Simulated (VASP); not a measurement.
A run of VASP 6.6.1:

The input INCAR:

```
  PREC = Accurate
  ENCUT = 600
  EDIFF = 1E-6
  ISMEAR = 0
  SIGMA = 0.1
  LREAL = F
  LASPH = T
  NELM = 120
  ALGO = Normal
  ISIF = 2
  LWAVE = F
  LCHARG = T
  GGA = PE
  LELF = T
  LVHAR = T
  NBANDS = 28
  GGA_COMPAT = F
```

Contents of KPOINTS:

```
regular mesh
0
Gamma
  6 6 4
```

File POSCAR:

```
TaCl3F
1.0
    4.6414685600      0.0000000000      0.0000000000
   -2.3207342800      4.0196296800      0.0000000000
    0.0000000000      0.0000000000      5.5706970000
Ta Cl F
1 3 1
Direct
    0.3333333300      0.6666666700      0.0000000000
    0.6666666700      0.3333333300      0.2489190000
    0.6666666700      0.3333333300      0.7510810000
    0.0000000000      0.0000000000      0.0000000000
    0.0000000000      0.0000000000      0.5000000000
```

Potentials or basis: VASP PAW PBE potentials, release 64 (Ta_pv, Cl, F).

Launch:

```console
$ cat potpaw_PBE.64/Ta_pv/POTCAR potpaw_PBE.64/Cl/POTCAR potpaw_PBE.64/F/POTCAR > POTCAR
$ mpirun -np 1 vasp_std > vasp.out
```

Hardware: 1 thread of Intel Xeon 8259CL (shared host).

Question: Estimate the wall time of this run.

Answer: Run time: 2.3 min on 1 thread of Intel Xeon 8259CL, on a shared host, peak memory 0.3 GiB. Counts: scf iterations 22, k points 21.
